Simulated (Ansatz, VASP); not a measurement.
# AlN: VASP beside Ansatz

```
CELL_PARAMETERS angstrom
3.25664 0.00000 0.00000
0.29932 4.77143 0.00000
0.57457 2.31991 4.26432
ATOMIC_POSITIONS crystal
Al 0.33163 0.89635 0.90617
Al 0.58239 0.14607 0.27206
Al 0.93343 0.50319 0.48562
N 0.44052 0.74285 0.33678
N 0.98077 0.26671 0.91784
N 0.14594 0.44484 0.08153
```

Alike in both runs: task relaxation of cell and atoms; functional PBE; k mesh 8 × 6 × 6; occupations gaussian, width 0.02 eV; no spin polarisation.

```csv
,VASP,Ansatz
version,VASP 6.6.1,Ansatz 0.2.0
potentials or method,"VASP PAW PBE potentials, release 64 (Al, N), cutoff 600 eV","scalar-relativistic, plane waves, PAW"
valence electrons in the cell,24,24
```

|  | VASP | Ansatz | Ansatz less VASP |
| --- | --- | --- | --- |
| gap on the k mesh at the Fermi level, each at its own relaxed structure (eV) | 0.68 | 0.67 | -0.009 |
| relaxed volume (Å³/atom) | 11.02 | 11.04 | +0.026 |
| relaxed cell length with the largest relative difference (Å) | 3.255 | 3.258 | +0.0033 |
